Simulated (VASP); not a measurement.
## SiB4N: single point with PBE

The system is SiB4N.

```
Si B N
1.0
     3.87242    0.00000    0.00000
     0.00000    3.87242    0.00000
     0.00000    0.00000    5.49984
Si B N
1 4 1
Cartesian
  1.9362 1.9362 2.7499
  1.9362 1.9362 4.7166
  1.9362 1.9362 0.7833
  1.9362 0.0000 2.7499
  0.0000 1.9362 2.7499
  0.0000 0.0000 0.0000
```

```yaml
Program: VASP 6.6.1
Task: single point
Functional: PBE
Potentials_or_basis: VASP PAW PBE potentials, release 64 (Si, B, N)
Cutoff: 520 eV
k_mesh: 6 × 6 × 4
Occupations: gaussian, width 0.1 eV
Spin: no spin polarisation
```

```yaml
Pressure: -0.1 GPa
Largest_force: 0.007 eV/Å
```

Forces in eV/Å, atoms in the order of the input:
```
Si   0.000  0.000  0.000
B    0.000  0.000 -0.007
B    0.000  0.000  0.007
B    0.000  0.000  0.000
B    0.000  0.000  0.000
N    0.000  0.000  0.000
```

Stress tensor (GPa, compression positive):
```
-0.02  0.00  0.00
 0.00 -0.02  0.00
 0.00  0.00 -0.14
```

Levels at points of the mesh, in eV from the Fermi level:
| k point | band 9 | band 10 | band 11 | band 12 | band 13 | band 14 |
| --- | --- | --- | --- | --- | --- | --- |
| (0.00, 0.00, 0.00) | -0.84 | -0.84 | -0.15 | 2.57 | 2.57 | 2.82 |
| (0.50, 0.00, 0.00) | -0.32 | 0.00 | 0.44 | 1.14 | 1.24 | 1.30 |
| (0.50, 0.50, 0.00) | -2.06 | -0.64 | -0.64 | -0.36 | 1.13 | 2.11 |
| (0.00, 0.00, 0.50) | -1.37 | -1.37 | -0.59 | 2.02 | 2.02 | 2.60 |
| (0.50, 0.00, 0.50) | -0.32 | -0.17 | -0.04 | 0.09 | 0.39 | 1.01 |
| (0.50, 0.50, 0.50) | -2.94 | -0.20 | 0.37 | 1.04 | 1.04 | 2.11 |

It took 56 s on 1 thread of AMD EPYC 7R43 64-Core Processor (Zen 3) (shared host), peak memory 0.16 GiB.
